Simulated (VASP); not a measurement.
# KYSe2 (P4/mmm) in VASP: a series of runs, part 2 of 2

VASP 6.6.1. The steps go on from the part before.

### Step 5. Single point, HSE06

POSCAR

```
KYSe2
1.0
    4.3197464719      0.0000000000      0.0000000000
    0.0000000000      4.3197464719      0.0000000000
    0.0000000000      0.0000000000      5.8682761253
K Se Y
1 2 1
Direct
    0.0000000000      0.0000000000      0.0000000000
    0.0000000000      0.0000000000      0.5000000000
    0.5000000000      0.5000000000      0.0000000000
    0.5000000000      0.5000000000      0.5000000000
```

INCAR.step1

```
PREC = Accurate ; ENCUT = 520
EDIFF = 1E-5 ; ISMEAR = 0
SIGMA = 0.01 ; LREAL = F
LASPH = T ; NELM = 100
ALGO = Normal ; ISIF = 2
LWAVE = T ; LCHARG = F
NBANDS = 24 ; GGA = PE
LUSENCCL = F
```

INCAR.step2

```
PREC = Accurate ; ENCUT = 520
EDIFF = 1E-6 ; ISMEAR = 0
SIGMA = 0.01 ; LREAL = F
LASPH = T ; NELM = 100
ALGO = Normal ; ISIF = 2
LWAVE = F ; LCHARG = F
GGA = PE ; LHFCALC = T
HFSCREEN = 0.2079 ; PRECFOCK = Normal
NBANDS = 24 ; ISTART = 1
LUSENCCL = F
```

KPOINTS

```
Automatic mesh
0
Gamma
  4 4 2
```

Potentials or basis: VASP PAW PBE potentials, release 64 (K_sv, Se, Y_sv).

Command:

```sh
cat potpaw_PBE.64/K_sv/POTCAR potpaw_PBE.64/Se/POTCAR potpaw_PBE.64/Y_sv/POTCAR > POTCAR
cp INCAR.step1 INCAR
mpirun -np 1 vasp_std > vasp.out
cp INCAR.step2 INCAR
mpirun -np 1 vasp_std > vasp.out
```

OUTCAR:

```text
PREC = Accurate
   ENCUT = 520
   EDIFF = 1E-6
   ISMEAR = 0
   LREAL = F
   LASPH = T
   NELM = 100
   ISIF = 2
   GGA = PE
   LHFCALC = T
   HFSCREEN = 0.2079
   PRECFOCK = Normal
   ISTART = 1

 ion  position               nearest neighbor table
   1  0.000  0.000  0.000-   2 2.93   2 2.93   3 3.05   3 3.05   3 3.05   3 3.05
   2  0.000  0.000  0.500-   1 2.93   1 2.93   4 3.05   4 3.05   4 3.05   4 3.05
   3  0.500  0.500  0.000-   4 2.93   4 2.93   1 3.05   1 3.05   1 3.05   1 3.05
   4  0.500  0.500  0.500-   3 2.93   3 2.93   2 3.05   2 3.05   2 3.05   2 3.05

  LATTYP: Found a simple tetragonal cell.
 ALAT       =     4.3197464719
 C/A-ratio  =     1.3584769762

  Lattice vectors:

 A1 = (   4.3197464719,   0.0000000000,   0.0000000000)
 A2 = (   0.0000000000,   4.3197464719,   0.0000000000)
 A3 = (   0.0000000000,   0.0000000000,   5.8682761253)

Analysis of symmetry for initial positions (statically):
=====================================================================
 Subroutine PRICEL returns:
[... 166 lines left out ...]
  free energy    TOTEN  =       -23.68565952 eV

  energy without entropy =      -23.68565952  energy(sigma->0) =      -23.68565952

 E-fermi :   1.9035     XC(G=0):  -7.5707

 val. band max:        1.7378299005   @ k =   0.0000   0.0000   0.0000
 cond. band min:       2.5902044847   @ k =   0.0000   0.0000   0.0000
 fundamental gap:      0.8523745842
 Fermi energy:         1.9034985006

 k-point     1 :       0.0000    0.0000    0.0000
  band No.  band energies     occupation
      1     -44.9633      2.00000
      2     -29.0541      2.00000
      3     -23.5407      2.00000
      4     -23.5407      2.00000
      5     -23.4300      2.00000
      6     -11.9969      2.00000
[... 313 lines left out ...]
     23       8.4608      0.00000
     24      10.7035      0.00000

------------------------ aborting loop because EDIFF is reached ----------------------------------------

  FORCE on cell =-STRESS in cart. coord.  units (eV):
  Direction    XX          YY          ZZ          XY          YZ          ZX
  --------------------------------------------------------------------------------------
  -------------------------------------------------------------------------------------
  Total       -0.0163874     -0.0163874      0.2943084      0.0000000      0.0000000     -0.0000000
  in kB       -0.2397690     -0.2397690      4.3061200      0.0000000      0.0000000     -0.0000000
  external PRESSURE =       1.2755273 kB  Pullay stress =       0.0000000 kB

 VOLUME and BASIS-vectors are now :
 -----------------------------------------------------------------------------
  energy-cutoff  :      520.00
  volume of cell :      109.50
      direct lattice vectors                 reciprocal lattice vectors
     4.319746472  0.000000000  0.000000000     0.231495067  0.000000000  0.000000000
     0.000000000  4.319746472  0.000000000     0.000000000  0.231495067  0.000000000
     0.000000000  0.000000000  5.868276125     0.000000000  0.000000000  0.170407796

 POSITION                                       TOTAL-FORCE (eV/Angst)
 -----------------------------------------------------------------------------------
      0.00000      0.00000      0.00000         0.000000      0.000000      0.000000
      0.00000      0.00000      2.93414         0.000000      0.000000      0.000000
      2.15987      2.15987      0.00000         0.000000      0.000000      0.000000
      2.15987      2.15987      2.93414         0.000000      0.000000      0.000000
 -----------------------------------------------------------------------------------
    total drift:                               -0.000000     -0.000001     -0.000000

  FREE ENERGIE OF THE ION-ELECTRON SYSTEM (eV)
  ---------------------------------------------------
  free  energy   TOTEN  =       -23.6856595226 eV

  energy  without entropy=      -23.6856595226  energy(sigma->0) =      -23.68565952
```

OUTCAR.step1:

```text
PREC = Accurate
   ENCUT = 520
   EDIFF = 1E-5
   ISMEAR = 0
   LREAL = F
[... 538 lines left out ...]
      0.00000      0.00000      0.00000         0.000000      0.000000      0.000000
      0.00000      0.00000      2.93414         0.000000      0.000000      0.000000
      2.15987      2.15987      0.00000         0.000000      0.000000      0.000000
      2.15987      2.15987      2.93414         0.000000      0.000000      0.000000
 -----------------------------------------------------------------------------------
    total drift:                                0.000000     -0.000000     -0.000000

  FREE ENERGIE OF THE ION-ELECTRON SYSTEM (eV)
  ---------------------------------------------------
  free  energy   TOTEN  =       -20.1495063007 eV

  energy  without entropy=      -20.1495063004  energy(sigma->0) =      -20.14950630
```

It used 220 s of CPU time on 1 × NVIDIA H100 80GB with 1 thread of AMD EPYC 7R13 Processor (Zen 3), with other jobs on the host.

Results:

- Free energy: -23.6857 eV
- Pressure: 0.1 GPa
- Band gap on the k mesh: 0.85 eV, direct

Stress tensor (GPa, compression positive):
```
-0.02  0.00  0.00
 0.00 -0.02  0.00
 0.00  0.00  0.43
```

Caveat: the k points lie up to 0.54 Å⁻¹ apart; the PAW data sets were made with another functional, which shifts forces and pressure a little. A k mesh can miss the band edges.

### Step 6. Overview

```tsv
level	k mesh	grid for exact exchange (PRECFOCK)	screening parameter	gap on the mesh (eV)	pressure (GPa)
PBE	4 × 4 × 2	-	-	0.08	1.0
PBE	4 × 4 × 4	-	-	0.19	0.8
r2SCAN	4 × 4 × 2	-	-	0.40	0.3
HSE06	4 × 4 × 2	Normal	0.2079 1/Å	0.85	0.1
```

Alike in all rows: task single point; potentials or basis VASP PAW PBE potentials, release 64 (K_sv, Se, Y_sv); no spin polarisation; cell as given; cutoff (eV) 520; smearing gaussian 0.01 eV.

Caveats: some runs use coarse meshes; the PAW data sets were made with another functional, which shifts forces and pressure a little (some runs).

Total energies depend on the potentials used, so only differences within one code and one set of settings carry meaning.
